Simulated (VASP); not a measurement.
# BeB12 (Pm-3m) in VASP: a series of runs

BeB12 is run at these levels: PBE; tasks: single point.

All numbers are computed with VASP 6.6.1; they aren't measurements. Logs are shortened: lines on timing, memory, paths and dates and some standing lists are left out, and cuts for length are marked.

### Step 1. The cell of the first run

The structure is cubic, space group Pm-3m (No. 221). Conventional cell: a = 4.696 Å, b = 4.696 Å, c = 4.696 Å, α = 90.00°, β = 90.00°, γ = 90.00°. Be (site symmetry m-3m) has 24 B at 2.62 Å within 3.5 Å. B (site symmetry mm2) has 4 B at 1.66 to 1.67 Å within 2.2 Å.

### Step 2. Single point, PBE

The input, INCAR:

```
SYSTEM = BeB12
  PREC = Accurate
  ENCUT = 520
  EDIFF = 1E-7
  ISMEAR = 0
  SIGMA = 0.1
  LREAL = .False.
  LASPH = .True.
  NELM = 60
  ALGO = Normal
  ISIF = 2
  LWAVE = .False.
  LCHARG = .True.
  GGA = PE
  LELF = .True.
  LVHAR = .True.
  NBANDS = 31
```

The input, KPOINTS:

```
Automatic mesh
0
Gamma
  4 4 4
  0 0 0
```

The input, POSCAR:

```
BeB12
1.0
    4.6961570200      0.0000000000      0.0000000000
    0.0000000000      4.6961570200      0.0000000000
    0.0000000000      0.0000000000      4.6961570200
Be B
1 12
Direct
    0.5000000000      0.5000000000      0.5000000000
    0.2507721100      0.5000000000      0.0000000000
    0.7492278900      0.5000000000      0.0000000000
    0.0000000000      0.2507721100      0.5000000000
    0.0000000000      0.7492278900      0.5000000000
    0.5000000000      0.0000000000      0.2507721100
    0.5000000000      0.0000000000      0.7492278900
    0.5000000000      0.2507721100      0.0000000000
    0.5000000000      0.7492278900      0.0000000000
    0.2507721100      0.0000000000      0.5000000000
    0.7492278900      0.0000000000      0.5000000000
    0.0000000000      0.5000000000      0.7492278900
    0.0000000000      0.5000000000      0.2507721100
```

Potentials or basis: VASP PAW PBE potentials, release 64 (Be, B).

Command:

```bash
$ cat potpaw_PBE.64/Be/POTCAR potpaw_PBE.64/B/POTCAR > POTCAR
$ mpirun -np 1 vasp_std > vasp.out
```

OUTCAR:

```text
SYSTEM = BeB12
   PREC = Accurate
   ENCUT = 520
   EDIFF = 1E-7
   ISMEAR = 0
   LREAL = .False.
   LASPH = .True.
   NELM = 60
   ISIF = 2
   GGA = PE

 ion  position               nearest neighbor table
   1  0.500  0.500  0.500-
   2  0.251  0.500  0.000-   8 1.66   9 1.66  12 1.67  13 1.67
   3  0.749  0.500  0.000-   8 1.66   9 1.66  12 1.67  13 1.67
   4  0.000  0.251  0.500-  12 1.66  13 1.66  10 1.67  11 1.67
   5  0.000  0.749  0.500-  12 1.66  13 1.66  10 1.67  11 1.67
   6  0.500  0.000  0.251-  10 1.66  11 1.66   8 1.67   9 1.67
   7  0.500  0.000  0.749-  10 1.66  11 1.66   8 1.67   9 1.67
   8  0.500  0.251  0.000-   2 1.66   3 1.66   6 1.67   7 1.67
   9  0.500  0.749  0.000-   2 1.66   3 1.66   6 1.67   7 1.67
  10  0.251  0.000  0.500-   6 1.66   7 1.66   4 1.67   5 1.67
  11  0.749  0.000  0.500-   6 1.66   7 1.66   4 1.67   5 1.67
  12  0.000  0.500  0.749-   4 1.66   5 1.66   2 1.67   3 1.67
  13  0.000  0.500  0.251-   4 1.66   5 1.66   2 1.67   3 1.67

  LATTYP: Found a simple cubic cell.
 ALAT       =     4.6961570200

  Lattice vectors:

 A1 = (   4.6961570200,   0.0000000000,   0.0000000000)
 A2 = (   0.0000000000,   4.6961570200,   0.0000000000)
 A3 = (   0.0000000000,   0.0000000000,   4.6961570200)

Analysis of symmetry for initial positions (statically):
=====================================================================
 Subroutine PRICEL returns:
 Original cell was already a primitive cell.

 Routine SETGRP: Setting up the symmetry group for a
 simple cubic supercell.

 Subroutine GETGRP returns: Found 48 space group operations
[... 9 lines left out ...]

 Routine SETGRP: Setting up the symmetry group for a
 simple cubic supercell.

 Subroutine GETGRP returns: Found 48 space group operations
[... 11 lines left out ...]
                                     Primitive cell

  volume of cell :     103.5685

  direct lattice vectors                    reciprocal lattice vectors
     4.696157020  0.000000000  0.000000000     0.212940069  0.000000000  0.000000000
     0.000000000  4.696157020  0.000000000     0.000000000  0.212940069  0.000000000
     0.000000000  0.000000000  4.696157020     0.000000000  0.000000000  0.212940069

  length of vectors
     4.696157020  4.696157020  4.696157020     0.212940069  0.212940069  0.212940069

  position of ions in fractional coordinates (direct lattice)
     0.500000000  0.500000000  0.500000000
     0.250772110  0.500000000  0.000000000
[... 94 lines left out ...]
   PSTRESS=    0.0 pullay stress
   NELECT =      38.0000    total number of electrons
   NUPDOWN=      -1.0000    fix difference up-down
   EMIN   =  10.00;   EMAX   =-10.00  energy-range for DOS
   EFERMI =   0.00;   METHOD = LEGACY
   ISMEAR =     0;   SIGMA  =   0.10  broadening in eV -4-tet -1-fermi 0-gaus
   EFERMI_NEDOS =   21; number of points for ismear=-14 and -15
   IALGO  =     38    algorithm
   IMIX   =      4    mixing-type and parameters
     AMIX     =   0.40;   BMIX     =  1.00
     AMIX_MAG =   1.60;   BMIX_MAG =  1.00
  volume/ion in A,a.u.               =       7.97        53.76
  Fermi-wavevector in a.u.,A,eV,Ry     =   1.171998  2.214754 18.688671  1.373579
  Thomas-Fermi vector in A             =   2.308433
   LORBIT       =      0    0 simple, 1 ext, 2 COOP (PROOUT), +10 PAW based schemes
   GGA     = PE    functional components
   LHFCALC =     F    Hartree Fock is set to
   AEXX    =    0.0000 exact exchange contribution
   IVDW    =     0    specifies the selected vdW correction
   LEPSILON=     F    determine dielectric tensor
   LRPA    =     F    only Hartree local field effects (RPA)
 non-spin polarized calculation
 Gauss-broadening in eV      SIGMA  =   0.10
  energy-cutoff  :      520.00
  volume of cell :      103.57
 maximum number of plane-waves:      2809
 NGX is ok and might be reduce to    36
   NGX = 17   NGY = 17   NGZ = 17

 number of electron      38.0000003 magnetization

 Free energy of the ion-electron system (eV)
  ---------------------------------------------------
  ext. energy  EPLUGINS =         0.00000000
  ---------------------------------------------------
  free energy    TOTEN  =       -69.74034907 eV

  energy without entropy =      -69.71428737  energy(sigma->0) =      -69.72731822

 E-fermi :   4.8349     XC(G=0): -10.9900

 val. band max:        4.7883306180   @ k =   0.5000   0.5000   0.0000
 cond. band min:       4.8551349085   @ k =   0.2500   0.2500   0.0000
 fundamental gap:      0.0668042904
 Fermi energy:         4.8349002634

 k-point     1 :       0.0000    0.0000    0.0000
  band No.  band energies     occupation
      1      -9.3964      2.00000
      2      -5.8027      2.00000
      3      -5.8027      2.00000
      4      -3.4042      2.00000
      5      -3.4042      2.00000
      6      -3.4042      2.00000
[... 329 lines left out ...]
     30      13.6552      0.00000
     31      13.6552      0.00000

------------------------ aborting loop because EDIFF is reached ----------------------------------------

  FORCE on cell =-STRESS in cart. coord.  units (eV):
  Direction    XX          YY          ZZ          XY          YZ          ZX
  --------------------------------------------------------------------------------------
  -------------------------------------------------------------------------------------
  Total       18.0568234     18.0568234     18.0568234     -0.0000000      0.0000000     -0.0000000
  in kB      279.3341962    279.3341962    279.3341962     -0.0000000      0.0000000     -0.0000000
  external PRESSURE =     279.3341962 kB  Pullay stress =       0.0000000 kB

 VOLUME and BASIS-vectors are now :
 -----------------------------------------------------------------------------
  energy-cutoff  :      520.00
  volume of cell :      103.57
      direct lattice vectors                 reciprocal lattice vectors
     4.696157020  0.000000000  0.000000000     0.212940069  0.000000000  0.000000000
     0.000000000  4.696157020  0.000000000     0.000000000  0.212940069  0.000000000
     0.000000000  0.000000000  4.696157020     0.000000000  0.000000000  0.212940069

 POSITION                                       TOTAL-FORCE (eV/Angst)
 -----------------------------------------------------------------------------------
      2.34808      2.34808      2.34808         0.000000      0.000000      0.000000
      1.17767      2.34808      0.00000        -0.438280      0.000000      0.000000
      3.51849      2.34808      0.00000         0.438280      0.000000     -0.000000
      0.00000      1.17767      2.34808         0.000000     -0.438280      0.000000
      0.00000      3.51849      2.34808         0.000000      0.438280      0.000000
      2.34808      0.00000      1.17767        -0.000000      0.000000     -0.438280
      2.34808      0.00000      3.51849        -0.000000      0.000000      0.438280
      2.34808      1.17767      0.00000         0.000000     -0.438280      0.000000
      2.34808      3.51849      0.00000         0.000000      0.438280     -0.000000
      1.17767      0.00000      2.34808        -0.438280      0.000000      0.000000
      3.51849      0.00000      2.34808         0.438280      0.000000      0.000000
      0.00000      2.34808      3.51849        -0.000000      0.000000      0.438280
      0.00000      2.34808      1.17767         0.000000      0.000000     -0.438280
 -----------------------------------------------------------------------------------
    total drift:                                0.000000      0.000000      0.000000

  FREE ENERGIE OF THE ION-ELECTRON SYSTEM (eV)
  ---------------------------------------------------
  free  energy   TOTEN  =       -69.7403490659 eV

  energy  without entropy=      -69.7142873717  energy(sigma->0) =      -69.72731822
```

OSZICAR:

```text
N       E                     dE             d eps       ncg     rms          rms(c)
DAV:   1     0.804700636084E+02    0.80470E+02   -0.17517E+04   620   0.111E+03
DAV:   2    -0.688455496549E+02   -0.14932E+03   -0.14210E+03   827   0.209E+02
DAV:   3    -0.756277898826E+02   -0.67822E+01   -0.65897E+01   784   0.401E+01
DAV:   4    -0.757100447536E+02   -0.82255E-01   -0.82152E-01   742   0.483E+00
DAV:   5    -0.757112313785E+02   -0.11866E-02   -0.11864E-02   770   0.543E-01    0.106E+01
DAV:   6    -0.709686692035E+02    0.47426E+01   -0.32063E+00   683   0.791E+00    0.580E+00
DAV:   7    -0.697488598332E+02    0.12198E+01   -0.25434E+00   713   0.734E+00    0.142E+00
DAV:   8    -0.697543462842E+02   -0.54865E-02   -0.36408E-01   698   0.267E+00    0.732E-01
DAV:   9    -0.697372558673E+02    0.17090E-01   -0.34169E-02   690   0.924E-01    0.187E-01
DAV:  10    -0.697398425752E+02   -0.25867E-02   -0.45089E-03   729   0.311E-01    0.732E-02
DAV:  11    -0.697402982690E+02   -0.45569E-03   -0.61174E-04   690   0.114E-01    0.228E-02
DAV:  12    -0.697403404046E+02   -0.42136E-04   -0.67959E-05   711   0.404E-02    0.857E-03
DAV:  13    -0.697403491044E+02   -0.86998E-05   -0.12414E-05   683   0.160E-02    0.205E-03
DAV:  14    -0.697403490659E+02    0.38545E-07   -0.95709E-07   748   0.509E-03
   1 F= -.69740349E+02 E0= -.69727318E+02  d E =-.260617E-01
```

It took 53 s on 1 thread of Intel Xeon 8259CL, shared host; peak memory 0.2 GiB.

What came out:

| Item | Value |
| --- | --- |
| Free energy | -69.7403 eV |
| Pressure | 27.9 GPa |
| Largest force | 0.438 eV/Å |
| Band gap on the k mesh | zero (band 19 reaches 4.86 eV, above the bottom of band 20 at 3.51 eV) |

Forces on the atoms (eV/Å):
```
Be   0.000  0.000  0.000
B   -0.438  0.000  0.000
B    0.438  0.000  0.000
B    0.000 -0.438  0.000
B    0.000  0.438  0.000
B    0.000  0.000 -0.438
B    0.000  0.000  0.438
B    0.000 -0.438  0.000
B    0.000  0.438  0.000
B   -0.438  0.000  0.000
B    0.438  0.000  0.000
B    0.000  0.000  0.438
B    0.000  0.000 -0.438
```

Levels at points of the mesh, in eV from the Fermi level:
| k point | band 16 | band 17 | band 18 | band 19 | band 20 | band 21 | band 22 | band 23 |
| --- | --- | --- | --- | --- | --- | --- | --- | --- |
| (0.00, 0.00, 0.00) | -1.54 | -1.54 | -1.54 | -0.29 | -0.29 | -0.29 | 1.24 | 4.00 |
| (0.50, 0.00, 0.00) | -1.56 | -1.56 | -1.49 | -0.18 | -0.08 | 1.06 | 2.27 | 2.27 |
| (0.50, 0.50, 0.00) | -1.94 | -1.21 | -1.21 | -0.05 | 0.24 | 0.84 | 1.04 | 2.36 |
| (0.50, 0.50, 0.50) | -1.33 | -1.33 | -1.32 | -1.32 | -1.32 | -0.75 | -0.75 | -0.16 |

### Step 3. Single point, PBE

This run uses another cell than the first one, of 9.20 Å³/atom, 1.154 times its volume.

The input, INCAR:

```
ALGO = Normal
EDIFF = 1E-6
ENCUT = 520
GGA = PE
ISIF = 2
ISMEAR = 0
LASPH = True
LCHARG = True
LELF = True
LREAL = False
LVHAR = True
LWAVE = False
NBANDS = 31
NELM = 60
PREC = Accurate
SIGMA = 0.1
```

The input, KPOINTS:

```
k-points
0
Gamma
  4 4 4
```

The input, POSCAR:

```
BeB12
1.0
    4.9264211134      0.0000000000      0.0000000000
    0.0000000000      4.9264211134      0.0000000000
    0.0000000000      0.0000000000      4.9264211134
Be B
1 12
Direct
    0.5000000000      0.5000000000      0.5000000000
    0.2489515257      0.5000000000      0.0000000000
    0.7510484743      0.5000000000      0.0000000000
    0.0000000000      0.2489515257      0.5000000000
    0.0000000000      0.7510484743      0.5000000000
    0.5000000000      0.0000000000      0.2489515257
    0.5000000000      0.0000000000      0.7510484743
    0.5000000000      0.2489515257      0.0000000000
    0.5000000000      0.7510484743      0.0000000000
    0.2489515257      0.0000000000      0.5000000000
    0.7510484743      0.0000000000      0.5000000000
    0.0000000000      0.5000000000      0.7510484743
    0.0000000000      0.5000000000      0.2489515257
```

Potentials or basis: VASP PAW PBE potentials, release 64 (Be, B).

Command:

```bash
$ cat potpaw_PBE.64/Be/POTCAR potpaw_PBE.64/B/POTCAR > POTCAR
$ mpirun -np 1 vasp_std > vasp.out
```

OUTCAR:

```text
EDIFF = 1E-6
   ENCUT = 520
   GGA = PE
   ISIF = 2
   ISMEAR = 0
   LASPH = True
   LREAL = False
   NELM = 60
   PREC = Accurate

 ion  position               nearest neighbor table
   1  0.500  0.500  0.500-
   2  0.249  0.500  0.000-  12 1.73  13 1.73   8 1.75   9 1.75
   3  0.751  0.500  0.000-  12 1.73  13 1.73   8 1.75   9 1.75
   4  0.000  0.249  0.500-  10 1.73  11 1.73  12 1.75  13 1.75
   5  0.000  0.751  0.500-  10 1.73  11 1.73  12 1.75  13 1.75
[... 557 lines left out ...]
 VOLUME and BASIS-vectors are now :
 -----------------------------------------------------------------------------
  energy-cutoff  :      520.00
  volume of cell :      119.56
      direct lattice vectors                 reciprocal lattice vectors
     4.926421113  0.000000000  0.000000000     0.202987113  0.000000000  0.000000000
     0.000000000  4.926421113  0.000000000     0.000000000  0.202987113  0.000000000
     0.000000000  0.000000000  4.926421113     0.000000000  0.000000000  0.202987113

 POSITION                                       TOTAL-FORCE (eV/Angst)
 -----------------------------------------------------------------------------------
      2.46321      2.46321      2.46321        -0.000000     -0.000000      0.000000
      1.22644      2.46321      0.00000         0.000231     -0.000000      0.000000
      3.69998      2.46321      0.00000        -0.000231     -0.000000     -0.000000
      0.00000      1.22644      2.46321         0.000000      0.000231      0.000000
      0.00000      3.69998      2.46321        -0.000000     -0.000231      0.000000
      2.46321      0.00000      1.22644         0.000000     -0.000000      0.000231
      2.46321      0.00000      3.69998         0.000000     -0.000000     -0.000231
      2.46321      1.22644      0.00000        -0.000000      0.000231     -0.000000
      2.46321      3.69998      0.00000         0.000000     -0.000231      0.000000
      1.22644      0.00000      2.46321         0.000231     -0.000000     -0.000000
      3.69998      0.00000      2.46321        -0.000231     -0.000000      0.000000
      0.00000      2.46321      3.69998        -0.000000     -0.000000     -0.000231
      0.00000      2.46321      1.22644         0.000000     -0.000000      0.000231
 -----------------------------------------------------------------------------------
    total drift:                                0.000000      0.000000      0.000000

  FREE ENERGIE OF THE ION-ELECTRON SYSTEM (eV)
  ---------------------------------------------------
  free  energy   TOTEN  =       -71.0171593930 eV

  energy  without entropy=      -70.9964158495  energy(sigma->0) =      -71.00678762
```

stdout:

```text
POSCAR found type information on POSCAR BeB
 POSCAR found :  2 types and      13 ions
 scaLAPACK will be used
 LDA part: xc-table for (Slater+PW92), standard interpolation
 POSCAR, INCAR and KPOINTS ok, starting setup
 FFT: planning ... GRIDC
 FFT: planning ... GRID_SOFT
 FFT: planning ... GRID
 WAVECAR not read
 entering main loop
```

Run time: 75 s. Hardware: 1 thread of Intel Xeon 8259CL, shared host; peak memory 0.23 GiB.

Results:

```
Free energy            : -71.0172 eV
Pressure               : -0.1 GPa
Band gap on the k mesh : zero (band 19 reaches 3.74 eV, above the bottom of band 20 at 2.25 eV)
```

[end of part 1 of 2]
